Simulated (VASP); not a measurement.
Runs of VASP 6.6.1 on ZrO2 (Cubic zirconia). The structure is that of space group Fm-3m (No. 225), or close to it. The cells are those of the table. 

| cell | gap on the mesh (eV) | pressure (GPa) |
| --- | --- | --- |
| a = 3.655 Å, angles 60.0°, 3 atoms | 3.11 | -18.7 |
| a = 3.561 Å, angles 60.0°, 3 atoms | 3.32 | (d) |
| a = 3.632 Å, angles 60.0°, 3 atoms | 3.16 | (c) |
| a = 3.537 Å, angles 60.0°, 3 atoms | 3.37 | 4.8 |
| a = 3.609 Å, angles 60.0°, 3 atoms | 3.21 | (b) |
| a = 3.585 Å, angles 60.0°, 3 atoms | 3.26 | -6.1 |
| a = 3.512 Å, angles 60.0°, 3 atoms | 3.42 | (a) |

Alike in all rows: task single point; level LDA; potentials or basis VASP PAW LDA potentials, release 64 (Zr_sv, O); no spin polarisation; k mesh 6 × 6 × 6; cutoff (eV) 600; smearing methfessel-paxton 0.1 eV.

Task: Fill in the values left out.

Result: (a) 11.2; (b) -10.8; (c) -14.9; (d) -1.0.

A k mesh can miss the band edges, and the runs leave out spin-orbit coupling on Zr.
